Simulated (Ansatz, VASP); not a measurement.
**Two plane-wave programs on AgBiTeSe**

File INCAR:

```
SYSTEM = AgBiTeSe
PREC     = Accurate       ! precision mode
ENCUT    = 520            ! plane-wave cutoff, eV
EDIFF    = 1E-6           ! SCF threshold, eV
ISMEAR   = 0              ! smearing method
SIGMA    = 0.1            ! smearing width, eV
LREAL    = .FALSE.        ! projectors in reciprocal space
LASPH    = .TRUE.         ! aspherical terms in the spheres
NELM     = 80             ! most SCF steps
ALGO     = Normal         ! electronic algorithm
ISIF     = 2              ! what is computed and relaxed
LWAVE    = .FALSE.        ! write WAVECAR
LCHARG   = .TRUE.         ! write CHGCAR
GGA      = PE             ! functional
LELF     = .TRUE.         ! ELF
LVHAR    = .TRUE.       
NBANDS   = 27             ! bands
```

The input KPOINTS:

```
Automatic mesh
0
G
  2 2 1
  0 0 0
```

The input POSCAR:

```
AgBiTeSe
1.0
    4.2021930000      0.0000000000      0.0000000000
    0.0000000000      4.2021930000      0.0000000000
    0.0000000000      0.0000000000      6.2922500000
Ag Bi Te Se
1 1 1 1
Direct
    0.4960000000      0.9010000000      0.3540000000
    0.9960000000      1.4010000000      0.8540000000
    0.9960000000      1.4010000000      0.3540000000
    0.4960000000      0.9010000000      0.8540000000
```

Input for Ansatz:

```yaml
crystal:
  lattice:
    - [4.202193, 0.0, 0.0]
    - [0.0, 4.202193, 0.0]
    - [0.0, 0.0, 6.29225]
  atoms:
    - { symbol: Ag, position: [0.496, 0.901, 0.354] }
    - { symbol: Bi, position: [0.996, 1.401, 0.854] }
    - { symbol: Te, position: [0.996, 1.401, 0.354] }
    - { symbol: Se, position: [0.496, 0.901, 0.854] }
basis: {}
kpoints:
  mp_grid: { grid: [2, 2, 1] }
hamiltonian:
  xc: pbe
scf:
  occupations: { method: gaussian, width: 0.1 }
  mixing: { algorithm: msr1, ndim: 6 }
  initial_density: { chi_scale: 0, normalization: atom }
  eigensolver: { mixed_precision: false }
  max_iter: 30
  convergence: { dr2_threshold: "1e-5 eV" }
output:
  forces: true
  stress: true
  eigenvalues: true
```

Alike in both runs: task single point; functional PBE; k mesh 2 × 2 × 1; occupations gaussian, width 0.1 eV; no spin polarisation.

|  | VASP | Ansatz |
| --- | --- | --- |
| version | VASP 6.6.1 | Ansatz 0.2.0 |
| potentials or method | VASP PAW PBE potentials, release 64 (Ag, Bi_d, Te, Se) | scalar-relativistic, plane waves, PAW |
| plane-wave cutoff (eV) | 520 | 420 |
| valence electrons in the cell | 38 | 66 |

Ansatz gave:

```
gap on the k mesh at the Fermi level (eV)                     : 0.24
least direct gap on the mesh (eV)                             : 0.32
pressure (GPa)                                                : -2.2
traceless stress, the component that is largest in VASP (GPa) : -14.69
```

Q: Estimate VASP's values.

A: gap on the k mesh at the Fermi level (eV): 0.25; least direct gap on the mesh (eV): 0.33; pressure (GPa): -2.2; traceless stress, the component that is largest in VASP (GPa): -14.75.

VASP's potentials hold 38 valence electrons a cell and Ansatz's 66, so a difference there can come from the potentials and not from the codes. Ansatz's warnings: force scf threshold loose, published levels not confirmed, stress scf threshold loose.

The k mesh is coarse, so the values compare programs but aren't converged. Spin-orbit coupling is off throughout.
